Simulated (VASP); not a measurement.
# WS2 (P6_3/mmc) in VASP: notebook, part 2 of 2

VASP 6.6.1. The steps go on from the part before.

### 4 Single point, PBEsol (atoms shifted along a free coordinate)

Contents of INCAR:

```
SYSTEM = WS2
PREC = Accurate ; ENCUT = 520
EDIFF = 1E-7 ; ISMEAR = 0
SIGMA = 0.05 ; LREAL = .False.
LASPH = .True. ; NELM = 100
ALGO = Normal ; ISIF = 2
LWAVE = .False. ; LCHARG = .False.
GGA = PS ; NBANDS = 35
```

Contents of KPOINTS:

```
regular mesh
0
Gamma
  12 12 2
  0 0 0
```

Contents of POSCAR:

```
WS2
1.0
    3.0892743692      0.0000000000      0.0000000000
   -1.5446371846      2.6753900830      0.0000000000
    0.0000000000      0.0000000000     12.4667665245
W S
2 4
Direct
    0.3333333333      0.6666666667      0.2500000000
    0.6666666667      0.3333333333      0.7500000000
    0.3333333333      0.6666666667      0.6462389580
    0.6666666667      0.3333333333      0.1462389580
    0.3333333333      0.6666666667      0.8537610420
    0.6666666667      0.3333333333      0.3537610420
```

Potentials or basis: VASP PAW PBE potentials, release 64 (W_sv, S).

Run with:

```sh
$ cat potpaw_PBE.64/W_sv/POTCAR potpaw_PBE.64/S/POTCAR > POTCAR
$ mpirun -np 1 vasp_std > vasp.out
```

OUTCAR:

```text
SYSTEM = WS2
   PREC = Accurate
   ENCUT = 520
   EDIFF = 1E-7
   ISMEAR = 0
   LREAL = .False.
   LASPH = .True.
   NELM = 100
   ISIF = 2
   GGA = PS

 ion  position               nearest neighbor table
   1  0.333  0.667  0.250-   4 2.20   6 2.20   4 2.20   6 2.20   4 2.20   6 2.20
   2  0.667  0.333  0.750-   3 2.20   5 2.20   3 2.20   5 2.20   3 2.20   5 2.20
   3  0.333  0.667  0.646-   2 2.20   2 2.20   2 2.20   5 2.59
   4  0.667  0.333  0.146-   1 2.20   1 2.20   1 2.20   6 2.59
   5  0.333  0.667  0.854-   2 2.20   2 2.20   2 2.20   3 2.59
   6  0.667  0.333  0.354-   1 2.20   1 2.20   1 2.20   4 2.59

  LATTYP: Found a hexagonal cell.
 ALAT       =     3.0892743692
 C/A-ratio  =     4.0354999377

  Lattice vectors:

 A1 = (   3.0892743692,   0.0000000000,   0.0000000000)
 A2 = (  -1.5446371846,   2.6753900830,   0.0000000000)
 A3 = (   0.0000000000,   0.0000000000,  12.4667665245)

Analysis of symmetry for initial positions (statically):
=====================================================================
 Subroutine PRICEL returns:
 Original cell was already a primitive cell.

 Routine SETGRP: Setting up the symmetry group for a
 hexagonal supercell.

 Subroutine GETGRP returns: Found 24 space group operations
 (whereof 12 operations were pure point group operations)
 out of a pool of 24 trial point group operations.

The static configuration has the point symmetry D_3d.
 The point group associated with its full space group is D_6h.

Analysis of symmetry for dynamics (positions and initial velocities):
=====================================================================
 Subroutine PRICEL returns:
 Original cell was already a primitive cell.

 Routine SETGRP: Setting up the symmetry group for a
 hexagonal supercell.

[... 127 lines left out ...]
   EFERMI =   0.00;   METHOD = LEGACY
   ISMEAR =     0;   SIGMA  =   0.05  broadening in eV -4-tet -1-fermi 0-gaus
   EFERMI_NEDOS =   21; number of points for ismear=-14 and -15
   IALGO  =     38    algorithm
   IMIX   =      4    mixing-type and parameters
     AMIX     =   0.40;   BMIX     =  1.00
     AMIX_MAG =   1.60;   BMIX_MAG =  1.00
  volume/ion in A,a.u.               =      17.17       115.89
  Fermi-wavevector in a.u.,A,eV,Ry     =   1.303397  2.463064 23.114182  1.698844
  Thomas-Fermi vector in A             =   2.434402
   LORBIT       =      0    0 simple, 1 ext, 2 COOP (PROOUT), +10 PAW based schemes
   GGA     = PS    functional components
   LHFCALC =     F    Hartree Fock is set to
   AEXX    =    0.0000 exact exchange contribution
   IVDW    =     0    specifies the selected vdW correction
   LEPSILON=     F    determine dielectric tensor
   LRPA    =     F    only Hartree local field effects (RPA)
 non-spin polarized calculation
 Gauss-broadening in eV      SIGMA  =   0.05
  energy-cutoff  :      520.00
  volume of cell :      103.04
 maximum number of plane-waves:      2796
 NGX is ok and might be reduce to    24
   NGX = 11   NGY = 11   NGZ = 47

 number of electron      52.0000008 magnetization

 Free energy of the ion-electron system (eV)
  ---------------------------------------------------
  ext. energy  EPLUGINS =         0.00000000
  ---------------------------------------------------
  free energy    TOTEN  =       -45.83707440 eV

  energy without entropy =      -45.83680435  energy(sigma->0) =      -45.83693937

 E-fermi :   8.1831     XC(G=0): -10.8349

 val. band max:        7.9845103280   @ k =   0.0833  -0.0000   0.5000
 cond. band min:       8.1887621231   @ k =   0.0000   0.0000   0.5000
 fundamental gap:      0.2042517951
 Fermi energy:         8.1830819372

 k-point     1 :       0.0000    0.0000    0.0000
  band No.  band energies     occupation
      1     -66.6336      2.00000
      2     -66.6336      2.00000
      3     -31.1389      2.00000
      4     -31.1389      2.00000
      5     -31.0049      2.00000
      6     -31.0049      2.00000
[... 901 lines left out ...]
     34      12.9028      0.00000
     35      14.1260      0.00000

 [... further k-points ...]
[... 5 lines left out ...]
  --------------------------------------------------------------------------------------
  -------------------------------------------------------------------------------------
  Total       26.9543999     26.9543999     44.9536763     -0.0000000      0.0000000      0.0000000
  in kB      419.1242891    419.1242891    699.0019323     -0.0000000      0.0000000      0.0000000
  external PRESSURE =     512.4168369 kB  Pullay stress =       0.0000000 kB

 VOLUME and BASIS-vectors are now :
 -----------------------------------------------------------------------------
  energy-cutoff  :      520.00
  volume of cell :      103.04
      direct lattice vectors                 reciprocal lattice vectors
     3.089274369  0.000000000  0.000000000     0.323700611  0.186888635  0.000000000
    -1.544637185  2.675390083  0.000000000     0.000000000  0.373777269  0.000000000
     0.000000000  0.000000000 12.466766525     0.000000000  0.000000000  0.080213261

 POSITION                                       TOTAL-FORCE (eV/Angst)
 -----------------------------------------------------------------------------------
     -0.00000      1.78359      3.11669        -0.000000      0.000000      0.000000
      1.54464      0.89180      9.35007         0.000000     -0.000000      0.000000
     -0.00000      1.78359      8.05651         0.000000     -0.000000     -8.761915
      1.54464      0.89180      1.82313        -0.000000     -0.000000     -8.761915
     -0.00000      1.78359     10.64364         0.000000      0.000000      8.761915
      1.54464      0.89180      4.41026        -0.000000      0.000000      8.761915
 -----------------------------------------------------------------------------------
    total drift:                               -0.000000      0.000000     -0.000000

  FREE ENERGIE OF THE ION-ELECTRON SYSTEM (eV)
  ---------------------------------------------------
  free  energy   TOTEN  =       -45.8370743981 eV

  energy  without entropy=      -45.8368043458  energy(sigma->0) =      -45.83693937
```

OSZICAR:

```text
N       E                     dE             d eps       ncg     rms          rms(c)
DAV:   1     0.541390752599E+03    0.54139E+03   -0.28653E+04  2884   0.149E+03
DAV:   2    -0.139633516131E+02   -0.55535E+03   -0.53600E+03  3083   0.422E+02
DAV:   3    -0.473291029397E+02   -0.33366E+02   -0.32874E+02  3308   0.101E+02
DAV:   4    -0.481095539124E+02   -0.78045E+00   -0.77692E+00  3244   0.163E+01
DAV:   5    -0.481277826587E+02   -0.18229E-01   -0.18213E-01  3208   0.257E+00    0.622E+01
DAV:   6    -0.461093148270E+02    0.20185E+01   -0.49189E+00  3071   0.147E+01    0.285E+01
DAV:   7    -0.458493154841E+02    0.26000E+00   -0.10580E+00  3115   0.472E+00    0.721E+00
DAV:   8    -0.458420513456E+02    0.72641E-02   -0.14079E-01  3172   0.188E+00    0.175E+00
DAV:   9    -0.458378848219E+02    0.41665E-02   -0.91146E-03  3178   0.513E-01    0.109E+00
DAV:  10    -0.458370211096E+02    0.86371E-03   -0.92894E-03  3148   0.438E-01    0.218E-01
DAV:  11    -0.458370538361E+02   -0.32726E-04   -0.12276E-03  2895   0.179E-01    0.264E-02
DAV:  12    -0.458370639494E+02   -0.10113E-04   -0.58701E-05  3117   0.503E-02    0.102E-02
DAV:  13    -0.458370723439E+02   -0.83945E-05   -0.86128E-06  3176   0.160E-02    0.112E-02
DAV:  14    -0.458370743603E+02   -0.20164E-05   -0.34068E-06  2664   0.769E-03    0.339E-03
DAV:  15    -0.458370743981E+02   -0.37834E-07   -0.29190E-07  2839   0.326E-03
   1 F= -.45837074E+02 E0= -.45836939E+02  d E =-.270052E-03
```

It took 1.8 min on 1 thread of Intel Xeon Platinum 8259CL at 2.50GHz (Skylake/Cascade Lake), shared host; peak memory 0.28 GiB.

Results:

```yaml
Free_energy: -45.8371 eV
Pressure: 51.2 GPa
Largest_force: 8.762 eV/Å
Band_gap_on_the_k_mesh: zero (bands 26 and 27 overlap by 0.96 eV)
```

Forces on the atoms (eV/Å):
```
W    0.000  0.000  0.000
W    0.000  0.000  0.000
S    0.000  0.000 -8.762
S    0.000  0.000 -8.762
S    0.000  0.000  8.762
S    0.000  0.000  8.762
```

Levels at points of the mesh, in eV from the Fermi level:
```csv
k point,band 23,band 24,band 25,band 26,band 27,band 28,band 29,band 30
"(0.00, 0.00, 0.00)",-3.19,-1.71,-0.73,0.40,1.89,1.89,1.90,1.90
"(0.50, 0.00, 0.00)",-2.56,-2.51,-2.41,-2.28,1.44,1.47,1.96,1.96
"(0.00, 0.00, 0.50)",-2.61,-2.61,0.01,0.01,1.90,1.90,1.90,1.90
"(0.50, 0.00, 0.50)",-2.55,-2.55,-2.33,-2.33,1.45,1.45,1.96,1.96
```

Caveat: the cell differs from its parent crystal (atoms shifted along a free coordinate); the cell stands under pressure; the PAW data sets were made with another functional, which shifts forces and pressure a little; spin-orbit coupling is left out, which moves the levels of the heavy elements; this functional lacks dispersion, which binds the layers, so the pressure and a relaxed spacing across them are unreliable.

### 5 Single point, PBEsol (atoms shifted along a free coordinate)

Contents of INCAR:

```
PREC = Accurate
ENCUT = 520
EDIFF = 1E-6
ISMEAR = 0
SIGMA = 0.05
LREAL = False
LASPH = True
NELM = 80
ALGO = Normal
ISIF = 2
LWAVE = False
LCHARG = False
GGA = PS
NBANDS = 35
```

Contents of KPOINTS:

```
Automatic mesh
0
Gamma
  12 12 2
```

Contents of POSCAR:

```
WS2
1.0
    3.0892743692      0.0000000000      0.0000000000
   -1.5446371846      2.6753900830      0.0000000000
    0.0000000000      0.0000000000     12.4667665245
W S
2 4
Direct
    0.3333333333      0.6666666667      0.2500000000
    0.6666666667      0.3333333333      0.7500000000
    0.3333333333      0.6666666667      0.6396781747
    0.6666666667      0.3333333333      0.1396781747
    0.3333333333      0.6666666667      0.8603218253
    0.6666666667      0.3333333333      0.3603218253
```

Potentials or basis: VASP PAW PBE potentials, release 64 (W_sv, S).

Run with:

```sh
$ cat potpaw_PBE.64/W_sv/POTCAR potpaw_PBE.64/S/POTCAR > POTCAR
$ mpirun -np 1 vasp_std > vasp.out
```

OUTCAR:

```text
PREC = Accurate
   ENCUT = 520
   EDIFF = 1E-6
   ISMEAR = 0
   LREAL = False
   LASPH = True
   NELM = 80
   ISIF = 2
   GGA = PS

 ion  position               nearest neighbor table
   1  0.333  0.667  0.250-   4 2.25   6 2.25   4 2.25   6 2.25   4 2.25   6 2.25
   2  0.667  0.333  0.750-   3 2.25   5 2.25   3 2.25   5 2.25   3 2.25   5 2.25
   3  0.333  0.667  0.640-   2 2.25   2 2.25   2 2.25   5 2.75
   4  0.667  0.333  0.140-   1 2.25   1 2.25   1 2.25   6 2.75
   5  0.333  0.667  0.860-   2 2.25   2 2.25   2 2.25   3 2.75
   6  0.667  0.333  0.360-   1 2.25   1 2.25   1 2.25   4 2.75
[... 1122 lines left out ...]
  -------------------------------------------------------------------------------------
  Total       18.4880043     18.4880043     31.7645425      0.0000000     -0.0000000      0.0000000
  in kB      287.4770604    287.4770604    493.9190388      0.0000000     -0.0000000      0.0000000
  external PRESSURE =     356.2910532 kB  Pullay stress =       0.0000000 kB

 VOLUME and BASIS-vectors are now :
 -----------------------------------------------------------------------------
  energy-cutoff  :      520.00
  volume of cell :      103.04
      direct lattice vectors                 reciprocal lattice vectors
     3.089274369  0.000000000  0.000000000     0.323700611  0.186888635  0.000000000
    -1.544637185  2.675390083  0.000000000     0.000000000  0.373777269  0.000000000
     0.000000000  0.000000000 12.466766525     0.000000000  0.000000000  0.080213261

 POSITION                                       TOTAL-FORCE (eV/Angst)
 -----------------------------------------------------------------------------------
     -0.00000      1.78359      3.11669        -0.000000      0.000000      0.000000
      1.54464      0.89180      9.35007         0.000000      0.000000      0.000000
     -0.00000      1.78359      7.97472         0.000000      0.000000     -5.810446
      1.54464      0.89180      1.74134         0.000000      0.000000     -5.810446
     -0.00000      1.78359     10.72543        -0.000000      0.000000      5.810446
      1.54464      0.89180      4.49205         0.000000      0.000000      5.810446
 -----------------------------------------------------------------------------------
    total drift:                               -0.000000      0.000000     -0.000000

  FREE ENERGIE OF THE ION-ELECTRON SYSTEM (eV)
  ---------------------------------------------------
  free  energy   TOTEN  =       -48.1987437029 eV

  energy  without entropy=      -48.1983310461  energy(sigma->0) =      -48.19853737
```

stdout:

```text
POSCAR found type information on POSCAR W S
 POSCAR found :  2 types and       6 ions
 scaLAPACK will be used
 -----------------------------------------------------------------------------
|                                                                             |
|                                                                             |
|     You enforced a specific xc type in the INCAR file but a different       |
|     I HOPE YOU KNOW WHAT YOU ARE DOING!                                     |
|                                                                             |
 -----------------------------------------------------------------------------

 LDA part: xc-table for (Slater+PW92), standard interpolation
 POSCAR, INCAR and KPOINTS ok, starting setup
 FFT: planning ... GRIDC
 FFT: planning ... GRID_SOFT
 FFT: planning ... GRID
 WAVECAR not read
 entering main loop
```

It took 1.7 min on 1 thread of Intel Xeon Platinum 8259CL at 2.50GHz (Skylake/Cascade Lake), shared host; peak memory 0.28 GiB.

Results:

| Item | Value |
| --- | --- |
| Free energy | -48.1987 eV |
| Pressure | 35.6 GPa |
| Largest force | 5.810 eV/Å |
| Band gap on the k mesh | zero (bands 26 and 27 overlap by 0.03 eV) |

Forces on the atoms (eV/Å):
```
W    0.000  0.000  0.000
W    0.000  0.000  0.000
S    0.000  0.000 -5.810
S    0.000  0.000 -5.810
S    0.000  0.000  5.810
S    0.000  0.000  5.810
```

Caveat: the cell differs from its parent crystal (atoms shifted along a free coordinate); the cell stands under pressure; the PAW data sets were made with another functional, which shifts forces and pressure a little; spin-orbit coupling is left out, which moves the levels of the heavy elements; this functional lacks dispersion, which binds the layers, so the pressure and a relaxed spacing across them are unreliable.

### 6 The runs side by side

```tsv
cell	gap on the mesh (eV)	pressure (GPa)	largest force (eV/Å)
a = 3.060, b = 3.060, c = 12.349 Å, angles 90.0, 90.0, 120.0°, 6 atoms, atomic positions A	none	61.0	9.82
a = 3.060, b = 3.060, c = 12.349 Å, angles 90.0, 90.0, 120.0°, 6 atoms, atomic positions B	none	44.1	6.72
a = 3.089, b = 3.089, c = 12.467 Å, angles 90.0, 90.0, 120.0°, 6 atoms, atomic positions A	none	51.2	8.76
a = 3.089, b = 3.089, c = 12.467 Å, angles 90.0, 90.0, 120.0°, 6 atoms, atomic positions B	none	35.6	5.81
```

Alike in all rows: task single point; level PBEsol; potentials or basis VASP PAW PBE potentials, release 64 (W_sv, S); no spin polarisation; k mesh 12 × 12 × 2; cutoff (eV) 520; smearing gaussian 0.05 eV.

Caveats: the cell stands under pressure; the PAW data sets were made with another functional, which shifts forces and pressure a little; spin-orbit coupling is left out, which moves the levels of the heavy elements; this functional lacks dispersion, which binds the layers, so the pressure and a relaxed spacing across them are unreliable.

Absolute energies hang on the potentials; compare differences alone.
